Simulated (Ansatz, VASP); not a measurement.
This is a calculation of Li for VASP 6.6.1.

The input INCAR:

```
SYSTEM = Li
PREC = Accurate
ENCUT = 600
EDIFF = 1E-6
ISMEAR = -1
SIGMA = 0.05
LREAL = .FALSE.
LASPH = .TRUE.
NELM = 100
ALGO = Normal
ISIF = 3
LWAVE = .FALSE.
LCHARG = .FALSE.
IBRION = 2
NSW = 60
EDIFFG = -0.01
```

KPOINTS

```
Automatic mesh
0
G
  10 10 10
  0 0 0
```

File POSCAR:

```
Li
1.0
    0.0000000000      2.2020000000      2.2020000000
    2.2020000000      0.0000000000      2.2020000000
    2.2020000000      2.2020000000      0.0000000000
Li
1
Direct
    0.0000000000      0.0000000000      0.0000000000
```

Potentials or basis: VASP PAW LDA potentials, release 64 (Li_sv).

Launch:

```sh
$ cat potpaw_LDA.64/Li_sv/POTCAR > POTCAR
$ mpirun -np 1 vasp_std > vasp.out
```

Question: Translate it to Ansatz 0.2.0. Potentials there: Ansatz PAW.

Answer: As run (the cutoff follows the program's own potentials):

File input.yaml:

```yaml
crystal:
  lattice:
    - [0.0, 2.202, 2.202]
    - [2.202, 0.0, 2.202]
    - [2.202, 2.202, 0.0]
  atoms:
    - { symbol: Li, position: [0.0, 0.0, 0.0] }
hamiltonian:
  xc: lda
  pseudopotentials: { kind: paw }
kpoints:
  mp_grid: { grid: [10, 10, 10] }
scf:
  occupations: { method: fermi_dirac, width: 0.05 }
output:
  forces: true
  stress: true
  eigenvalues: true
relax:
  f_tol: 0.01
  max_steps: 40
  cell: { stress_tol: 0.05 }
```

Potentials or basis: Ansatz PAW.

Run with:

```bash
$ ansatz run input.yaml --threads 2 --pin off --max-ram 5632MiB --backend cpu --events-out ev --progress --plain --runs-dir out
```

Both were run:

|  | VASP | Ansatz | Ansatz less VASP |
| --- | --- | --- | --- |
| gap on the k mesh at the Fermi level, each at its own relaxed structure (eV) | none | none | - |
| relaxed volume (Å³/atom) | 18.76 | 18.94 | +0.182 |
| relaxed length of the cell vector where the two differ most in proportion (Å) | 2.983 | 2.992 | +0.0096 |

LDA's correlation is that of Perdew and Zunger in VASP and of Perdew and Wang (1992) in Ansatz. A gap of «none» marks a metal or a gap that the smearing closes.

Noted on VASP's run: the cutoff is under 1.25 times that of the potentials, so the pressure is a little rough. Noted on Ansatz's run: the plane-wave basis is chosen anew once the cell has moved, so the energies of steps on either side of that aren't comparable.
